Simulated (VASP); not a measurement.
# W (Im-3m) in VASP: a series of runs

W is run at these levels: PBE; tasks: single point.

All numbers are computed with VASP 6.6.1; they aren't measurements. Logs are shortened: lines on timing, memory, paths and dates and some standing lists are left out, and cuts for length are marked.

## Step 1: The cell of the first run

It takes space group Im-3m (No. 229, cubic). The conventional cell has a = 3.185 Å, b = 3.185 Å, c = 3.185 Å, α = 90.00°, β = 90.00°, γ = 90.00°. W (site symmetry m-3m) has 14 W at 2.76 to 3.18 Å within 3.6 Å.

## Step 2: Single point, PBE, non-collinear spin, zero start, spin-orbit coupling

Input file INCAR:

```
ALGO     = Normal         # electronic algorithm
EDIFF    = 1E-6           # SCF threshold, eV
ENCUT    = 500            # plane-wave cutoff, eV
GGA      = PE             # functional
GGA_COMPAT= False        
ISIF     = 2              # what is computed and relaxed
ISMEAR   = 0              # smearing method
LASPH    = True           # aspherical terms in the spheres
LCHARG   = False          # write CHGCAR
LMAXMIX  = 4              # l up to which the mixer works
LORBIT   = 11             # projections on sites
LORBMOM  = True         
LREAL    = False          # projectors in reciprocal space
LSORBIT  = True           # spin-orbit coupling
LWAVE    = False          # write WAVECAR
MAGMOM   = 0 0 0          # initial moments
NBANDS   = 25             # bands
NELM     = 200            # most SCF steps
PREC     = Accurate       # precision mode
SIGMA    = 0.1            # smearing width, eV
```

Input file KPOINTS:

```
k-points
0
Gamma
  18 18 18
```

Input file POSCAR:

```
W
1.0
   -1.5923396587      1.5923396587      1.5923396587
    1.5923396587     -1.5923396587      1.5923396587
    1.5923396587      1.5923396587     -1.5923396587
W
1
Direct
    0.0000000000      0.0000000000      0.0000000000
```

Potentials or basis: VASP PAW PBE potentials, release 64 (W_sv).

Command:

```
> cat potpaw_PBE.64/W_sv/POTCAR > POTCAR
> mpirun -np 1 vasp_ncl > vasp.out
```

OUTCAR:

```text
EDIFF = 1E-6
   ENCUT = 500
   GGA = PE
   ISIF = 2
   ISMEAR = 0
   LASPH = True
   LORBIT = 11
   LREAL = False
   LSORBIT = True
   NELM = 200
   PREC = Accurate

 ion  position               nearest neighbor table
   1  0.000  0.000  0.000-

  LATTYP: Found a body centered cubic cell.
 ALAT       =     3.1846793174

  Lattice vectors:

 A1 = (  -1.5923396587,   1.5923396587,   1.5923396587)
 A2 = (   1.5923396587,  -1.5923396587,   1.5923396587)
 A3 = (   1.5923396587,   1.5923396587,  -1.5923396587)

Analysis of symmetry for initial positions (statically):
=====================================================================
 Subroutine PRICEL returns:
 Original cell was already a primitive cell.

 Routine SETGRP: Setting up the symmetry group for a
 body centered cubic supercell.

 Subroutine GETGRP returns: Found 48 space group operations
 (whereof 48 operations were pure point group operations)
 out of a pool of 48 trial point group operations.

The static configuration has the point symmetry O_h .

Analysis of symmetry for dynamics (positions and initial velocities):
=====================================================================
 Subroutine PRICEL returns:
 Original cell was already a primitive cell.

 Routine SETGRP: Setting up the symmetry group for a
 body centered cubic supercell.

 Subroutine GETGRP returns: Found 48 space group operations
 (whereof 48 operations were pure point group operations)
 out of a pool of 48 trial point group operations.

The dynamic configuration has the point symmetry O_h .

Analysis of structural, dynamic, and magnetic symmetry:
=====================================================================
 Subroutine PRICEL returns:
 Original cell was already a primitive cell.

 Routine SETGRP: Setting up the symmetry group for a
 body centered cubic supercell.

 Subroutine GETGRP returns: Found 48 space group operations
 (whereof 48 operations were pure point group operations)
 out of a pool of 48 trial point group operations.

The overall configuration has the point symmetry O_h .

 Subroutine INISYM returns: Found 48 space group operations
 (whereof 48 operations are pure point group operations),
 and found     1 'primitive' translations

----------------------------------------------------------------------------------------

                                     Primitive cell

  volume of cell :      16.1498

  direct lattice vectors                    reciprocal lattice vectors
    -1.592339659  1.592339659  1.592339659     0.000000000  0.314003358  0.314003358
     1.592339659 -1.592339659  1.592339659     0.314003358  0.000000000  0.314003358
     1.592339659  1.592339659 -1.592339659     0.314003358  0.314003358  0.000000000

  length of vectors
     2.758013192  2.758013192  2.758013192     0.444067808  0.444067808  0.444067808

  position of ions in fractional coordinates (direct lattice)
     0.000000000  0.000000000  0.000000000

  ion indices of the primitive-cell ions
   primitive index   ion index
                 1           1

----------------------------------------------------------------------------------------

 KPOINTS: k-points

Automatic generation of k-mesh.
 Grid dimensions read from file:
 generate k-points for:   18   18   18

 Generating k-lattice:

  Cartesian coordinates                     Fractional coordinates (reciprocal lattice)
     0.000000000  0.017444631  0.017444631     0.055555556  0.000000000  0.000000000
     0.017444631  0.000000000  0.017444631     0.000000000  0.055555556  0.000000000
     0.017444631  0.017444631  0.000000000     0.000000000  0.000000000  0.055555556

  Length of vectors
     0.024670434  0.024670434  0.024670434

  Shift w.r.t. Gamma in fractional coordinates (k-lattice)
     0.000000000  0.000000000  0.000000000

 Subroutine IBZKPT returns following result:
 ===========================================

 Found    195 irreducible k-points:

 Following reciprocal coordinates:
[... 37 lines left out ...]
   ICHARG =      2    charge: 1-file 2-atom 10-const
   ISPIN  =      1    spin polarized calculation?
   LNONCOLLINEAR =      T non collinear calculations
   LSORBIT =      T    spin-orbit coupling
   LASPH  =      T    aspherical Exc in radial PAW
   ENCUT  =  500.0 eV  36.75 Ry    6.06 a.u.   5.03  5.03  5.03*2*pi/ulx,y,z
   NELM   =    200;   NELMIN=  2; NELMDL= -5     # of ELM steps
   EDIFF  = 0.1E-05   stopping-criterion for ELM
   LREAL  =      F    real-space projection
   EDIFFG = 0.1E-04   stopping-criterion for IOM
   NSW    =      0    number of steps for IOM
   IBRION =     -1    ionic relax: 0-MD 1-quasi-New 2-CG
   NFREE  =      0    steps in history (QN), initial steepest desc. (CG)
   ISIF   =      2    stress and relaxation
   ISYM   =      2    0-nonsym 1-usesym 2-fastsym
   POTIM  = 0.5000    time-step for ionic-motion
   TEBEG  =    0.0;   TEEND  =   0.0 temperature during run
   PSTRESS=    0.0 pullay stress
   NELECT =      14.0000    total number of electrons
   NUPDOWN=      -1.0000    fix difference up-down
   EMIN   =  10.00;   EMAX   =-10.00  energy-range for DOS
   EFERMI =   0.00;   METHOD = LEGACY
   ISMEAR =     0;   SIGMA  =   0.10  broadening in eV -4-tet -1-fermi 0-gaus
   EFERMI_NEDOS =   21; number of points for ismear=-14 and -15
   IALGO  =     38    algorithm
   IMIX   =      4    mixing-type and parameters
     AMIX     =   0.40;   BMIX     =  1.00
     AMIX_MAG =   1.60;   BMIX_MAG =  1.00
  volume/ion in A,a.u.               =      16.15       108.98
  Fermi-wavevector in a.u.,A,eV,Ry     =   1.560972  2.949809 33.152416  2.436634
  Thomas-Fermi vector in A             =   2.664106
   LORBIT       =     11    0 simple, 1 ext, 2 COOP (PROOUT), +10 PAW based schemes
   GGA     = PE    functional components
   LHFCALC =     F    Hartree Fock is set to
   AEXX    =    0.0000 exact exchange contribution
   IVDW    =     0    specifies the selected vdW correction
   LEPSILON=     F    determine dielectric tensor
   LRPA    =     F    only Hartree local field effects (RPA)
 Gauss-broadening in eV      SIGMA  =   0.10
  energy-cutoff  :      500.00
  volume of cell :       16.15
 maximum number of plane-waves:       852
   NGX =  9   NGY =  9   NGZ =  9

 number of electron      14.0000000 magnetization       0.0000000      0.0000000      0.0000000

 number of electron      14.0000000 magnetization      -0.0000000     -0.0000000      0.0000000

 number of electron      14.0000000 magnetization       0.0000000      0.0000000     -0.0000000

 Free energy of the ion-electron system (eV)
  ---------------------------------------------------
  ext. energy  EPLUGINS =         0.00000000
  ---------------------------------------------------
  free energy    TOTEN  =       -13.77669145 eV

  energy without entropy =      -13.77411558  energy(sigma->0) =      -13.77540351

 E-fermi :  11.1484     XC(G=0): -13.5336

 val. band max:       11.1293776418   @ k =  -0.3889   0.4444   0.2778
 cond. band min:      11.1630317676   @ k =  -0.2222   0.2778   0.1111
 fundamental gap:      0.0336541257
 Fermi energy:        11.1483591220

 k-point     1 :       0.0000    0.0000    0.0000
  band No.  band energies     occupation
      1     -63.0335      1.00000
      2     -63.0335      1.00000
      3     -32.7202      1.00000
      4     -32.7202      1.00000
      5     -23.7201      1.00000
      6     -23.7201      1.00000
[... 661 lines left out ...]
     24      23.6631      0.00000
     25      27.7936      0.00000

 [... further k-points ...]
[... 5 lines left out ...]
  --------------------------------------------------------------------------------------
  -------------------------------------------------------------------------------------
  Total        0.1200555      0.1200555      0.1200555      0.0000000     -0.0000000      0.0000000
  in kB       11.9103776     11.9103776     11.9103776      0.0000000     -0.0000000      0.0000000
  external PRESSURE =      11.9103776 kB  Pullay stress =       0.0000000 kB

 VOLUME and BASIS-vectors are now :
 -----------------------------------------------------------------------------
  energy-cutoff  :      500.00
  volume of cell :       16.15
      direct lattice vectors                 reciprocal lattice vectors
    -1.592339659  1.592339659  1.592339659     0.000000000  0.314003358  0.314003358
     1.592339659 -1.592339659  1.592339659     0.314003358  0.000000000  0.314003358
     1.592339659  1.592339659 -1.592339659     0.314003358  0.314003358  0.000000000

 POSITION                                       TOTAL-FORCE (eV/Angst)
 -----------------------------------------------------------------------------------
      0.00000      0.00000      0.00000        -0.000000      0.000000     -0.000000
 -----------------------------------------------------------------------------------
    total drift:                               -0.000000     -0.000000      0.000000

  FREE ENERGIE OF THE ION-ELECTRON SYSTEM (eV)
  ---------------------------------------------------
  free  energy   TOTEN  =       -13.7766914466 eV

  energy  without entropy=      -13.7741155831  energy(sigma->0) =      -13.77540351

 orbital moment (x)

 # of ion     p       d       tot
 ----------------------------------------
  1         0.000  -0.000  -0.000
 ----------------------------------------
            0.000  -0.000  -0.000

 orbital moment (y)

 # of ion     p       d       tot
 ----------------------------------------
  1        -0.000   0.000   0.000
 ----------------------------------------
           -0.000   0.000   0.000

 orbital moment (z)

 # of ion     p       d       tot
 ----------------------------------------
  1         0.000   0.000   0.000
 ----------------------------------------
            0.000   0.000   0.000

 Spin-Orbit-Coupling matrix elements

 Ion:    1  E_soc:     -1.6375131
 l=   1
     0.0000000    -0.2287351    -0.2287351
    -0.2287351     0.0000000    -0.2287351
    -0.2287351    -0.2287351     0.0000000
 l=   2
     0.0000000    -0.0115407     0.0000000    -0.0115407    -0.0326431
    -0.0115407     0.0000000    -0.0244823    -0.0115407    -0.0081608
     0.0000000    -0.0244823     0.0000000    -0.0244823     0.0000000
    -0.0115407    -0.0115407    -0.0244823     0.0000000    -0.0081608
    -0.0326431    -0.0081608     0.0000000    -0.0081608     0.0000000
 l=   3
     0.0000000     0.0000000     0.0000000     0.0000000     0.0000000     0.0000000     0.0000000
     0.0000000     0.0000000     0.0000000     0.0000000     0.0000000     0.0000000     0.0000000
     0.0000000     0.0000000     0.0000000     0.0000000     0.0000000     0.0000000     0.0000000
     0.0000000     0.0000000     0.0000000     0.0000000     0.0000000     0.0000000     0.0000000
     0.0000000     0.0000000     0.0000000     0.0000000     0.0000000     0.0000000     0.0000000
     0.0000000     0.0000000     0.0000000     0.0000000     0.0000000     0.0000000     0.0000000
     0.0000000     0.0000000     0.0000000     0.0000000     0.0000000     0.0000000     0.0000000

 total charge

# of ion       s       p       d       tot
------------------------------------------
    1        2.397   6.336   3.335  12.068

 magnetization (x)

# of ion       s       p       d       tot
------------------------------------------
    1       -0.000   0.000   0.000  -0.000

 magnetization (y)

# of ion       s       p       d       tot
------------------------------------------
    1        0.000   0.000   0.000   0.000

 magnetization (z)

# of ion       s       p       d       tot
------------------------------------------
    1       -0.000   0.000  -0.000  -0.000
```

It took 2.9 min on 1 thread of Oxide Virtual Turin-like, shared host; peak memory 0.2 GiB.

What came out:

- Free energy: -13.7767 eV
- Pressure: 1.2 GPa
- Net moment: 0.00 μB per cell
- Valence electrons inside the program's atomic spheres: W 12.07

Moments on the atoms (μB; x, y, z):
```
W   0.00 0.00 0.00
```

## Step 3: Single point, PBE, non-collinear spin, zero start, spin-orbit coupling (16.63 Å³/atom)

This run uses another cell than the first one, of 16.63 Å³/atom.

Input file INCAR:

```
SYSTEM = W
ALGO = Normal
EDIFF = 1E-6
ENCUT = 500
GGA = PE
GGA_COMPAT = .False.
ISIF = 2
ISMEAR = 0
LASPH = .True.
LCHARG = .False.
LMAXMIX = 4
LORBIT = 11
LORBMOM = .True.
LREAL = .False.
LSORBIT = .True.
LWAVE = .False.
MAGMOM = 0 0 0
NBANDS = 25
NELM = 200
PREC = Accurate
SIGMA = 0.1
```

Input file KPOINTS:

```
k-points
0
Gamma
  18 18 18
  0 0 0
```

Input file POSCAR:

```
W
1.0
   -1.6081064233      1.6081064233      1.6081064233
    1.6081064233     -1.6081064233      1.6081064233
    1.6081064233      1.6081064233     -1.6081064233
W
1
Direct
    0.0000000000      0.0000000000      0.0000000000
```

Potentials or basis: VASP PAW PBE potentials, release 64 (W_sv).

Command:

```
> cat potpaw_PBE.64/W_sv/POTCAR > POTCAR
> mpirun -np 1 vasp_ncl > vasp.out
```

Run time: 3.3 min. Hardware: 1 thread of Oxide Virtual Turin-like, shared host; peak memory 0.2 GiB.

It converged, with:

```yaml
Free_energy: -13.7674 eV
Pressure: -7.3 GPa
Net_moment: 0.00 μB per cell
Valence_electrons_inside_the_program's_atomic_spheres: W 12.00
```

Moments on the atoms (μB; x, y, z):
```
W   0.00 0.00 0.00
```

Caveat: the cell stands under tension.

## Step 4: Single point, PBE, non-collinear spin, zero start, spin-orbit coupling (17.12 Å³/atom)

This run uses another cell than the first one, of 17.12 Å³/atom.

Input file INCAR:

```
SYSTEM = W
  PREC = Accurate
  ENCUT = 500
  EDIFF = 1E-6
  ISMEAR = 0
  SIGMA = 0.1
  LREAL = .FALSE.
  LASPH = .TRUE.
  NELM = 200
  ALGO = Normal
  ISIF = 2
  LWAVE = .FALSE.
  LCHARG = .TRUE.
  MAGMOM = 0 0 0
  LORBIT = 11
  LSORBIT = .TRUE.
  GGA_COMPAT = .FALSE.
  LORBMOM = .TRUE.
  LMAXMIX = 4
  GGA = PE
  LVHAR = .TRUE.
  NBANDS = 25
```

Input file KPOINTS:

```
Automatic mesh
0
G
  18 18 18
  0 0 0
```

Input file POSCAR:

```
W
1.0
   -1.6235699337      1.6235699337      1.6235699337
    1.6235699337     -1.6235699337      1.6235699337
    1.6235699337      1.6235699337     -1.6235699337
W
1
Direct
    0.0000000000      0.0000000000      0.0000000000
```

Command:

```
> cat potpaw_PBE.64/W_sv/POTCAR > POTCAR
> mpirun -np 1 vasp_ncl > vasp.out
```

Wall time 4.8 min (1 thread of Oxide Virtual Turin-like, shared host); peak memory 0.24 GiB.

It converged, with:

```yaml
Free_energy: -13.7345 eV
Pressure: -14.5 GPa
Net_moment: 0.00 μB per cell
Valence_electrons_inside_the_program's_atomic_spheres: W 11.94
```

Moments on the atoms (μB; x, y, z):
```
W   0.00 0.00 0.00
```

Caveat: the cell stands under tension.

## Step 5: Summary

| cell | pressure (GPa) | moment (μB) |
| --- | --- | --- |
| a = 2.758 Å, angles 109.5°, 1 atom | 1.2 | 0.00 |
| a = 2.785 Å, angles 109.5°, 1 atom | -7.3 | 0.00 |
| a = 2.812 Å, angles 109.5°, 1 atom | -14.5 | 0.00 |

Alike in all rows: task single point; level PBE; potentials or basis VASP PAW PBE potentials, release 64 (W_sv); spin non-collinear, zero start, SOC; k mesh 18 × 18 × 18; cutoff (eV) 500; smearing gaussian 0.1 eV.

Caveats: the cell stands under tension (at least some runs).

Total energies depend on the potentials used, so only differences within one code and one set of settings carry meaning.
